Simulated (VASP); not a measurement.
Set up this calculation in VASP 6.6.1, as the native input.

```
Task                   : relaxation of cell and atoms
Functional             : PBE
Dispersion             : D4
Potentials or basis    : VASP PAW PBE potentials, release 64 (As, B)
Cutoff                 : 600 eV
k mesh                 : 10 × 10 × 10
Occupations            : fermi-dirac, width 0.05 eV
Spin                   : no spin polarisation
Dipole correction      : no
Further INCAR settings : ALGO = Normal; EDIFF = 1e-06; IBRION = 2; EDIFFG = -0.01; NSW = 80; ISIF = 3
```

The structure of BAs lies in POSCAR:

```
BAs
1.0
    0.0000000000      2.3885000000      2.3885000000
    2.3885000000      0.0000000000      2.3885000000
    2.3885000000      2.3885000000      0.0000000000
As B
1 1
Direct
    0.7500000000      0.7500000000      0.7500000000
    0.0000000000      0.0000000000      0.0000000000
```

One way to write it, as run:

INCAR

```
ALGO = Normal
EDIFF = 1E-6
EDIFFG = -0.01
ENCUT = 600
GGA = PE
IBRION = 2
ISIF = 3
ISMEAR = -1
IVDW = 13
LASPH = True
LCHARG = False
LREAL = False
LWAVE = False
NELM = 100
NSW = 80
PREC = Accurate
SIGMA = 0.05
```

KPOINTS

```
k-points
0
Gamma
  10 10 10
```

Potentials or basis: VASP PAW PBE potentials, release 64 (As, B).

Launch:

```sh
$ cat potpaw_PBE.64/As/POTCAR potpaw_PBE.64/B/POTCAR > POTCAR
$ mpirun -np 1 vasp_std > vasp.out
```

Results of the run:

```
Relaxed volume                         : 13.53 Å³/atom
Relaxed cell                           : a = 3.370 Å, b = 3.370 Å, c = 3.370 Å, α = 60.00°, β = 60.00°, γ = 60.00°
Space group after relaxing (to 0.05 Å) : F-43m (No. 216)
Energy gained by relaxing              : 0.3 meV/atom
Ionic steps                            : 3
Pressure after relaxing                : 0.0 GPa
Band gap on the k mesh                 : 1.17 eV, indirect (least direct gap 3.29 eV)
Dispersion energy per atom             : -0.378 eV
```

It took 34 s on 1 thread of Intel(R) Xeon(R) Platinum 8259CL CPU @ 2.50GHz (Skylake/Cascade Lake), on a shared host, peak memory 0.16 GiB.
